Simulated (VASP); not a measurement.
# CuO (P-6m2) in VASP: further runs

The runs below take CuO through single point, with LDA+U.

Program: VASP 6.6.1. These are calculated values, not measurements. Logs are shortened: lines on timing, memory, paths and dates and some standing lists are left out, and cuts for length are marked.

### 1 The cell of the first run

Symmetry: P-6m2, No. 187, hexagonal system. Conventional cell: a = 2.836 Å, b = 2.836 Å, c = 2.768 Å, α = 90.00°, β = 90.00°, γ = 120.00°. Within 2.9 Å of Cu (site symmetry -6m2) lie 6 O at 2.14 Å and 8 Cu at 2.77 to 2.84 Å. Within 2.9 Å of O (site symmetry -6m2) lie 6 Cu at 2.14 Å and 8 O at 2.77 to 2.84 Å.

### 2 Single point, LDA+U, collinear spin, ferromagnetic start

File INCAR:

```
  PREC = Accurate
  ENCUT = 1340
  EDIFF = 1E-6
  ISMEAR = 0
  SIGMA = 0.05
  LREAL = F
  LASPH = T
  NELM = 200
  ALGO = Normal
  ISIF = 2
  LWAVE = F
  LCHARG = F
  ISPIN = 2
  MAGMOM = 0.44 0.67
  LORBIT = 11
  LMAXMIX = 4
  LDAU = T
  LDAUTYPE = 2
  LDAUL = 2 -1
  LDAUU = 6 0
  LDAUJ = 0 0
  LDAUPRINT = 1
  GGA = CA
  NBANDS = 24
  GGA_COMPAT = F
```

File KPOINTS:

```
regular mesh
0
Gamma
  8 8 7
```

File POSCAR:

```
CuO
1.0
    2.8363251100      0.0000000000      0.0000000000
   -1.4181625500      2.4563296000      0.0000000000
    0.0000000000      0.0000000000      2.7681127800
Cu O
1 1
Direct
    0.0000000000      0.0000000000      0.0000000000
    0.6666666667      0.3333333333      0.5000000000
```

Potentials or basis: VASP PAW LDA potentials, release 64 (Cu_sv_GW, O_h).

The run is started by

```console
cat potpaw_LDA.64/Cu_sv_GW/POTCAR potpaw_LDA.64/O_h/POTCAR > POTCAR
mpirun -np 1 vasp_std > vasp.out
```

OUTCAR:

```text
PREC = Accurate
   ENCUT = 1340
   EDIFF = 1E-6
   ISMEAR = 0
   LREAL = F
   LASPH = T
   NELM = 200
   ISIF = 2
   ISPIN = 2
   LORBIT = 11
   GGA = CA

 ion  position               nearest neighbor table
   1  0.000  0.000  0.000-
   2  0.667  0.333  0.500-

  LATTYP: Found a hexagonal cell.
 ALAT       =     2.8363251100
 C/A-ratio  =     0.9759504544

  Lattice vectors:

 A1 = (   2.8363251100,   0.0000000000,   0.0000000000)
 A2 = (  -1.4181625500,   2.4563296000,   0.0000000000)
 A3 = (   0.0000000000,   0.0000000000,   2.7681127800)

Analysis of symmetry for initial positions (statically):
=====================================================================
 Subroutine PRICEL returns:
 Original cell was already a primitive cell.

 Routine SETGRP: Setting up the symmetry group for a
 hexagonal supercell.

 Subroutine GETGRP returns: Found 12 space group operations
 (whereof 12 operations were pure point group operations)
 out of a pool of 24 trial point group operations.

The static configuration has the point symmetry D_3h.

Analysis of symmetry for dynamics (positions and initial velocities):
=====================================================================
 Subroutine PRICEL returns:
 Original cell was already a primitive cell.

 Routine SETGRP: Setting up the symmetry group for a
 hexagonal supercell.

 Subroutine GETGRP returns: Found 12 space group operations
 (whereof 12 operations were pure point group operations)
 out of a pool of 24 trial point group operations.

The dynamic configuration has the point symmetry D_3h.

Analysis of structural, dynamic, and magnetic symmetry:
[... 176 lines left out ...]
  o =  0.7400  v =  0.0000  0.0000  0.0000  0.0000  0.0000 -0.0000  0.6081  0.0000 -0.7938  0.0000      0.0000  0.0000  0.0000  0.0000  0.0000  0.0000  0.0000  0.0000  0.0000  0.0000
  o =  0.7400  v =  0.0000  0.0000  0.0000  0.0000  0.0000  0.0000 -0.7938 -0.0000 -0.6081 -0.0000      0.0000  0.0000  0.0000  0.0000  0.0000  0.0000  0.0000  0.0000  0.0000  0.0000
  o =  0.9209  v =  0.0000  0.0000  0.0000  0.0000  0.0000 -0.1370 -0.0000 -0.0000  0.0000  0.9906      0.0000  0.0000  0.0000  0.0000  0.0000  0.0000  0.0000  0.0000  0.0000  0.0000
  o =  0.9209  v =  0.0000  0.0000  0.0000  0.0000  0.0000 -0.9906  0.0000 -0.0000 -0.0000 -0.1370      0.0000  0.0000  0.0000  0.0000  0.0000  0.0000  0.0000  0.0000  0.0000  0.0000
  o =  0.9422  v =  0.0000  0.0000  0.0000  0.0000  0.0000 -0.0000 -0.0000  1.0000  0.0000  0.0000      0.0000  0.0000  0.0000  0.0000  0.0000  0.0000  0.0000  0.0000  0.0000  0.0000
  o =  0.9450  v =  0.0000 -0.0000  1.0000 -0.0000 -0.0000  0.0000  0.0000  0.0000  0.0000  0.0000      0.0000  0.0000  0.0000  0.0000  0.0000  0.0000  0.0000  0.0000  0.0000  0.0000
  o =  0.9459  v =  0.2702  0.0000 -0.0000 -0.0000  0.9628  0.0000  0.0000  0.0000  0.0000  0.0000      0.0000  0.0000  0.0000  0.0000  0.0000  0.0000  0.0000  0.0000  0.0000  0.0000
  o =  0.9459  v =  0.9628 -0.0000 -0.0000  0.0000 -0.2702  0.0000  0.0000  0.0000  0.0000  0.0000      0.0000  0.0000  0.0000  0.0000  0.0000  0.0000  0.0000  0.0000  0.0000  0.0000
  o =  0.9676  v =  0.0000 -0.6081 -0.0000  0.7938  0.0000  0.0000  0.0000  0.0000  0.0000  0.0000      0.0000  0.0000  0.0000  0.0000  0.0000  0.0000  0.0000  0.0000  0.0000  0.0000
  o =  0.9676  v =  0.0000 -0.7938 -0.0000 -0.6081  0.0000  0.0000  0.0000  0.0000  0.0000  0.0000      0.0000  0.0000  0.0000  0.0000  0.0000  0.0000  0.0000  0.0000  0.0000  0.0000

 number of electron      24.9999999 magnetization       0.9998150

 Free energy of the ion-electron system (eV)
  ---------------------------------------------------
  ext. energy  EPLUGINS =         0.00000000
  ---------------------------------------------------
  free energy    TOTEN  =        -8.46312578 eV

  energy without entropy =       -8.46229544  energy(sigma->0) =       -8.46271061

 E-fermi :   5.2433     XC(G=0): -13.2379

 val. band max:        5.2295520451   @ k =   0.1250  -0.0000   0.0000
 cond. band min:       5.2918370486   @ k =   0.1250   0.1250   0.1429
 fundamental gap:      0.0622850035
 Fermi energy:         5.2432518876

 spin component 1

 k-point     1 :       0.0000    0.0000    0.0000
  band No.  band energies     occupation
      1    -104.3890      1.00000
      2     -62.5548      1.00000
      3     -62.2814      1.00000
      4     -62.2814      1.00000
      5     -13.6191      1.00000
      6       0.8335      1.00000
[... 1289 lines left out ...]
     23      39.3785      0.00000
     24      41.1721      0.00000

 [... further k-points ...]

------------------------ aborting loop because EDIFF is reached ----------------------------------------

  FORCE on cell =-STRESS in cart. coord.  units (eV):
  Direction    XX          YY          ZZ          XY          YZ          ZX
  --------------------------------------------------------------------------------------
  -------------------------------------------------------------------------------------
  Total       -1.4059569     -1.4059569     -2.9536103     -0.0000000      0.0000000      0.0000000
  in kB     -116.8035779   -116.8035780   -245.3789737     -0.0000002      0.0000000      0.0000000
  external PRESSURE =    -159.6620432 kB  Pullay stress =       0.0000000 kB

 VOLUME and BASIS-vectors are now :
 -----------------------------------------------------------------------------
  energy-cutoff  :     1340.00
  volume of cell :       19.29
      direct lattice vectors                 reciprocal lattice vectors
     2.836325110  0.000000000  0.000000000     0.352568892  0.203555744  0.000000000
    -1.418162550  2.456329600  0.000000000     0.000000000  0.407111489  0.000000000
     0.000000000  0.000000000  2.768112780     0.000000000  0.000000000  0.361256957

 POSITION                                       TOTAL-FORCE (eV/Angst)
 -----------------------------------------------------------------------------------
      0.00000      0.00000      0.00000        -0.000000      0.000000      0.000000
      1.41816      0.81878      1.38406         0.000000      0.000000      0.000000
 -----------------------------------------------------------------------------------
    total drift:                               -0.000000      0.000000      0.000000

  FREE ENERGIE OF THE ION-ELECTRON SYSTEM (eV)
  ---------------------------------------------------
  free  energy   TOTEN  =        -8.4631257805 eV

  energy  without entropy=       -8.4622954392  energy(sigma->0) =       -8.46271061

 total charge

# of ion       s       p       d       f       tot
--------------------------------------------------
    1        2.183   6.288   9.008   0.008  17.486
    2        1.056   2.228   0.000   0.000   3.284
--------------------------------------------------
tot          3.239   8.516   9.008   0.008  20.771

 magnetization (x)

# of ion       s       p       d       f       tot
--------------------------------------------------
    1       -0.007  -0.003   0.508   0.001   0.499
    2        0.008   0.342   0.000   0.000   0.350
--------------------------------------------------
tot          0.001   0.339   0.508   0.001   0.848
```

OSZICAR:

```text
N       E                     dE             d eps       ncg     rms          rms(c)
DAV:   1     0.451326981893E+03    0.45133E+03   -0.24248E+04  5616   0.586E+03
DAV:   2     0.202632258778E+02   -0.43106E+03   -0.40539E+03  6096   0.112E+03
DAV:   3    -0.933109445861E+01   -0.29594E+02   -0.29187E+02  6000   0.275E+02
DAV:   4    -0.987697518571E+01   -0.54588E+00   -0.54568E+00  5368   0.265E+01
DAV:   5    -0.989360895672E+01   -0.16634E-01   -0.16633E-01  5120   0.439E+00    0.956E+00
DAV:   6    -0.921089486001E+01    0.68271E+00   -0.88732E+00  7168   0.190E+02    0.101E+01
DAV:   7    -0.843939075498E+01    0.77150E+00   -0.43577E+00  5752   0.146E+02    0.221E+00
DAV:   8    -0.846815299688E+01   -0.28762E-01   -0.22660E-01  6016   0.123E+01    0.113E+00
DAV:   9    -0.846234750023E+01    0.58055E-02   -0.28352E-02  6512   0.101E+01    0.706E-01
DAV:  10    -0.846307541486E+01   -0.72791E-03   -0.29615E-03  6048   0.318E+00    0.271E-01
DAV:  11    -0.846313148327E+01   -0.56068E-04   -0.20726E-03  6728   0.272E+00    0.765E-02
DAV:  12    -0.846311202165E+01    0.19462E-04   -0.19168E-04  6016   0.492E-01    0.584E-02
DAV:  13    -0.846311496320E+01   -0.29416E-05   -0.50831E-05  6344   0.289E-01    0.276E-02
DAV:  14    -0.846312536477E+01   -0.10402E-04   -0.81793E-06  5456   0.102E-01    0.642E-03
DAV:  15    -0.846312578054E+01   -0.41577E-06   -0.62573E-07  2352   0.524E-02
   1 F= -.84631258E+01 E0= -.84627106E+01  d E =-.830341E-03  mag=     0.9998
```

It took 2.1 min on 1 thread of Intel Xeon Platinum 8259CL at 2.50GHz (Skylake/Cascade Lake), shared host; peak memory 0.29 GiB.

Results:

| Item | Value |
| --- | --- |
| Free energy | -8.4631 eV |
| Pressure | -16.0 GPa |
| Band gap on the k mesh | zero (filled and empty bands overlap) |
| Net moment | 1.00 μB per cell |
| Site moments | Cu +0.50; O +0.35 μB |
| Valence electrons inside the program's atomic spheres | Cu 17.49; O 3.28 |

Stress tensor (GPa, compression positive):
```
-11.68   0.00   0.00
  0.00 -11.68   0.00
  0.00   0.00 -24.54
```

Eigenvalues of the final occupation matrices:
```csv
site,spin,trace,eigenvalues
site 1 d,1,4.77,0.94 0.95 0.95 0.97 0.97
site 1 d,2,4.26,0.74 0.74 0.92 0.92 0.94
```

Caveat: the stress differs along the axes, from -25 to -12 GPa; a cell with one magnetic atom can't hold antiferromagnetic order, which such compounds often take. The state reached can hang on the start; a lower one may exist.

### 3 Single point, LDA+U, collinear spin

File INCAR:

```
SYSTEM = CuO
PREC = Accurate
ENCUT = 820
EDIFF = 1E-6
ISMEAR = 0
SIGMA = 0.05
LREAL = .False.
LASPH = .True.
NELM = 200
ALGO = Normal
ISIF = 2
LWAVE = .False.
LCHARG = .True.
ISPIN = 2
MAGMOM = 1 0
LORBIT = 11
LMAXMIX = 4
LDAU = .True.
LDAUTYPE = 2
LDAUL = 2 -1
LDAUU = 6 0
LDAUJ = 0 0
LDAUPRINT = 1
LELF = .True.
LVHAR = .True.
NBANDS = 24
GGA_COMPAT = .False.
```

File KPOINTS:

```
regular mesh
0
Gamma
  8 8 7
  0 0 0
```

POSCAR is that of step 2.

Potentials or basis: VASP PAW LDA potentials, release 64 (Cu_sv_GW, O).

The run is started by

```console
cat potpaw_LDA.64/Cu_sv_GW/POTCAR potpaw_LDA.64/O/POTCAR > POTCAR
mpirun -np 1 vasp_std > vasp.out
```

Wall time 75 s (1 thread of AMD EPYC 7R13 (Zen 3), shared host); peak memory 0.18 GiB.

The run converged. Its results:

| Quantity | Value |
| --- | --- |
| Free energy | -8.4649 eV |
| Pressure | -16.4 GPa |
| Band gap on the k mesh | zero (filled and empty bands overlap) |
| Net moment | 1.00 μB per cell |
| Site moments | Cu +0.50; O +0.47 μB |
| Valence electrons inside the program's atomic spheres | Cu 17.49; O 4.86 |

Stress tensor (GPa, compression positive):
```
-12.13   0.00   0.00
  0.00 -12.13   0.00
  0.00   0.00 -25.01
```

Levels at points of the mesh, in eV from the Fermi level:
Spin up:
| k point | band 9 | band 10 | band 11 | band 12 | band 13 | band 14 | band 15 | band 16 | band 17 | band 18 |
| --- | --- | --- | --- | --- | --- | --- | --- | --- | --- | --- |
| (0.00, 0.00, 0.00) | -3.36 | -3.36 | -2.57 | -0.63 | -0.63 | 1.50 | 15.16 | 16.97 | 16.97 | 18.90 |
| (0.50, 0.00, 0.00) | -3.46 | -3.26 | -2.41 | -2.12 | -0.39 | 6.36 | 8.99 | 15.36 | 17.48 | 17.78 |
Spin down:
```csv
k point,band 8,band 9,band 10,band 11,band 12,band 13,band 14,band 15,band 16,band 17
"(0.00, 0.00, 0.00)",-3.85,-1.84,-1.33,-1.33,0.18,0.18,1.78,15.28,17.08,17.08
"(0.50, 0.00, 0.00)",-3.45,-2.63,-1.89,-1.45,-1.44,0.97,6.53,9.49,15.51,17.74
```

Eigenvalues of the final occupation matrices:
```
    site  spin  trace               eigenvalues
site 1 d     1   4.77  0.95 0.95 0.95 0.97 0.97
site 1 d     2   4.26  0.74 0.74 0.92 0.92 0.94
```

Caveat: the stress differs along the axes, from -25 to -12 GPa; a cell with one magnetic atom can't hold antiferromagnetic order, which such compounds often take.

### 4 Single point, LDA+U, collinear spin, ferromagnetic start

File INCAR:

```
SYSTEM = CuO
ALGO = Normal
EDIFF = 1E-6
ENCUT = 1340
GGA = CA
GGA_COMPAT = .False.
ISIF = 2
ISMEAR = 0
ISPIN = 2
LASPH = .True.
LCHARG = .False.
LDAU = .True.
LDAUJ = 0 0
LDAUL = 2 -1
LDAUPRINT = 1
LDAUTYPE = 2
LDAUU = 6 0
LMAXMIX = 4
LORBIT = 11
LREAL = .False.
LWAVE = .False.
MAGMOM = 0.44 0.67
NBANDS = 24
NELM = 200
PREC = Accurate
SIGMA = 0.05
```

File KPOINTS:

```
k-points
0
Gamma
  8 8 7
  0 0 0
```

POSCAR is that of step 3.

Potentials or basis: VASP PAW LDA potentials, release 64 (Cu_sv_GW, O_h).

The run is started by

```console
cat potpaw_LDA.64/Cu_sv_GW/POTCAR potpaw_LDA.64/O_h/POTCAR > POTCAR
mpirun -np 1 vasp_std > vasp.out
```

OUTCAR:

```text
SYSTEM = CuO
   EDIFF = 1E-6
   ENCUT = 1340
   GGA = CA
   ISIF = 2
   ISMEAR = 0
   ISPIN = 2
   LASPH = .True.
   LORBIT = 11
   LREAL = .False.
   NELM = 200
   PREC = Accurate

 ion  position               nearest neighbor table
   1  0.000  0.000  0.000-
   2  0.667  0.333  0.500-

  LATTYP: Found a hexagonal cell.
 ALAT       =     2.8363251100
 C/A-ratio  =     0.9759504544

  Lattice vectors:

 A1 = (   2.8363251100,   0.0000000000,   0.0000000000)
 A2 = (  -1.4181625500,   2.4563296000,   0.0000000000)
 A3 = (   0.0000000000,   0.0000000000,   2.7681127800)

Analysis of symmetry for initial positions (statically):
=====================================================================
 Subroutine PRICEL returns:
 Original cell was already a primitive cell.

 Routine SETGRP: Setting up the symmetry group for a
[... 233 lines left out ...]
      3     -62.2814      1.00000
      4     -62.2814      1.00000
      5     -13.6191      1.00000
      6       0.8335      1.00000
[... 1289 lines left out ...]
     23      39.3785      0.00000
     24      41.1721      0.00000

 [... further k-points ...]

------------------------ aborting loop because EDIFF is reached ----------------------------------------

  FORCE on cell =-STRESS in cart. coord.  units (eV):
  Direction    XX          YY          ZZ          XY          YZ          ZX
  --------------------------------------------------------------------------------------
  -------------------------------------------------------------------------------------
  Total       -1.4059569     -1.4059569     -2.9536103     -0.0000000      0.0000000      0.0000000
  in kB     -116.8035779   -116.8035780   -245.3789737     -0.0000002      0.0000000      0.0000000
  external PRESSURE =    -159.6620432 kB  Pullay stress =       0.0000000 kB

 VOLUME and BASIS-vectors are now :
 -----------------------------------------------------------------------------
  energy-cutoff  :     1340.00
  volume of cell :       19.29
      direct lattice vectors                 reciprocal lattice vectors
     2.836325110  0.000000000  0.000000000     0.352568892  0.203555744  0.000000000
    -1.418162550  2.456329600  0.000000000     0.000000000  0.407111489  0.000000000
     0.000000000  0.000000000  2.768112780     0.000000000  0.000000000  0.361256957

 POSITION                                       TOTAL-FORCE (eV/Angst)
 -----------------------------------------------------------------------------------
      0.00000      0.00000      0.00000        -0.000000      0.000000      0.000000
      1.41816      0.81878      1.38406         0.000000      0.000000      0.000000
 -----------------------------------------------------------------------------------
    total drift:                               -0.000000      0.000000      0.000000

  FREE ENERGIE OF THE ION-ELECTRON SYSTEM (eV)
  ---------------------------------------------------
  free  energy   TOTEN  =        -8.4631257805 eV

  energy  without entropy=       -8.4622954392  energy(sigma->0) =       -8.46271061

 total charge

# of ion       s       p       d       f       tot
--------------------------------------------------
    1        2.183   6.288   9.008   0.008  17.486
    2        1.056   2.228   0.000   0.000   3.284
--------------------------------------------------
tot          3.239   8.516   9.008   0.008  20.771

 magnetization (x)

# of ion       s       p       d       f       tot
--------------------------------------------------
    1       -0.007  -0.003   0.508   0.001   0.499
    2        0.008   0.342   0.000   0.000   0.350
--------------------------------------------------
tot          0.001   0.339   0.508   0.001   0.848
```

It took 70 s on 1 thread of Intel Xeon 6975P-C (Granite Rapids), shared host; peak memory 0.28 GiB.

Results:

| Quantity | Value |
| --- | --- |
| Free energy | -8.4631 eV |
| Pressure | -16.0 GPa |
| Band gap on the k mesh | zero (filled and empty bands overlap) |
| Net moment | 1.00 μB per cell |
| Site moments | Cu +0.50; O +0.35 μB |
| Valence electrons inside the program's atomic spheres | Cu 17.49; O 3.28 |

Levels at points of the mesh, in eV from the Fermi level:
Spin up:
```
           k point  band 11  band 12  band 13  band 14  band 15  band 16
(0.00, 0.00, 0.00)    -2.57    -0.63    -0.63     1.50    15.16    16.97
(0.50, 0.00, 0.00)    -2.41    -2.12    -0.38     6.36     8.99    15.36
```
Spin down:
```tsv
k point	band 9	band 10	band 11	band 12	band 13	band 14	band 15	band 16
(0.00, 0.00, 0.00)	-1.84	-1.33	-1.33	0.18	0.18	1.78	15.28	17.08
(0.50, 0.00, 0.00)	-2.63	-1.89	-1.45	-1.44	0.97	6.53	9.49	15.51
```

Eigenvalues of the final occupation matrices:
| site | spin | trace | eigenvalues |
| --- | --- | --- | --- |
| site 1 d | 1 | 4.77 | 0.94 0.95 0.95 0.97 0.97 |
| site 1 d | 2 | 4.26 | 0.74 0.74 0.92 0.92 0.94 |

Caveat: the stress differs along the axes, from -25 to -12 GPa; a cell with one magnetic atom can't hold antiferromagnetic order, which such compounds often take. The state reached can hang on the start; a lower one may exist.

The gap in the log of VASP goes by the Fermi energy; the results here count the filled bands.